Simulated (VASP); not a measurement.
ZnAu:

```
Zn Au
1.0
     3.14700    0.00000    0.00000
     0.00000    3.14700    0.00000
     0.00000    0.00000    3.14700
Zn Au
1 1
Direct
  0.50000 0.50000 0.50000
  0.00000 0.00000 0.00000
```

| Property | Result |
| --- | --- |
| Program | VASP 6.6.1 |
| Task | relaxation of cell and atoms |
| Functional | PBE |
| Potentials or basis | VASP PAW PBE potentials, release 64 (Zn, Au) |
| Cutoff | 600 eV |
| k mesh | 14 × 14 × 14 |
| Occupations | gaussian, width 0.1 eV |
| Spin | no spin polarisation |

At the start: pressure 4.9 GPa; volume 15.58 Å³/atom.

Problem. How do energy, volume and symmetry change on relaxing?

Solution. Over 5 steps the energy falls by 9.1 meV/atom and the volume is 16.19 Å³/atom (+3.9 %); space group Pm-3m (No. 221, to 0.1 Å) before and after.

The path:
```
step  energy change (eV)  largest force (eV/Å)  pressure (GPa)  volume (Å³)
   1              0.0000                0.0000            4.92        31.17
   2             -0.0081                0.0000           -3.17        33.38
   3             -0.0182                0.0000            0.10        32.40
   4             -0.0182                0.0000           -0.09        32.43
   5             -0.0182                0.0000            0.01        32.39
```

Final structure:
```cif
data_structure
_symmetry_space_group_name_H-M 'P 1'
_symmetry_Int_Tables_number 1
_cell_length_a 3.1876
_cell_length_b 3.1876
_cell_length_c 3.1876
_cell_angle_alpha 90.000
_cell_angle_beta 90.000
_cell_angle_gamma 90.000
_cell_volume 32.39
loop_
_atom_site_label
_atom_site_type_symbol
_atom_site_fract_x
_atom_site_fract_y
_atom_site_fract_z
_atom_site_occupancy
Zn1 Zn 0.50000 0.50000 0.50000 1
Au1 Au 0.00000 0.00000 0.00000 1
```
